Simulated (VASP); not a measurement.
Here is a VASP 6.6.1 calculation.

The input INCAR:

```
PREC = Accurate
ENCUT = 520
EDIFF = 1E-7
ISMEAR = -1
SIGMA = 0.05
LREAL = F
LASPH = T
NELM = 60
ALGO = Normal
ISIF = 2
LWAVE = F
LCHARG = F
GGA = PS
NBANDS = 17
```

The input KPOINTS:

```
regular mesh
0
Gamma
  8 8 8
```

Contents of POSCAR:

```
PbSe
1.0
    0.0000000000      3.1206779849      3.1206779849
    3.1206779849      0.0000000000      3.1206779849
    3.1206779849      3.1206779849      0.0000000000
Pb Se
1 1
Direct
    0.0000000000      0.0000000000      0.0000000000
    0.5000000000      0.5000000000      0.5000000000
```

Potentials or basis: VASP PAW PBE potentials, release 64 (Pb_d, Se).

Run with:

```bash
$ cat potpaw_PBE.64/Pb_d/POTCAR potpaw_PBE.64/Se/POTCAR > POTCAR
$ mpirun -np 1 vasp_std > vasp.out
```

**Question.** Estimate the band gap on the k mesh.

**Answer.** 0.38 eV, direct.

**Question.** What does it give for the pressure?

**Answer.** -3.1 GPa.

Caveat: the PAW data sets were made with another functional, which shifts forces and pressure a little; spin-orbit coupling is left out, which moves the levels of the heavy elements. A k mesh can miss the band edges.
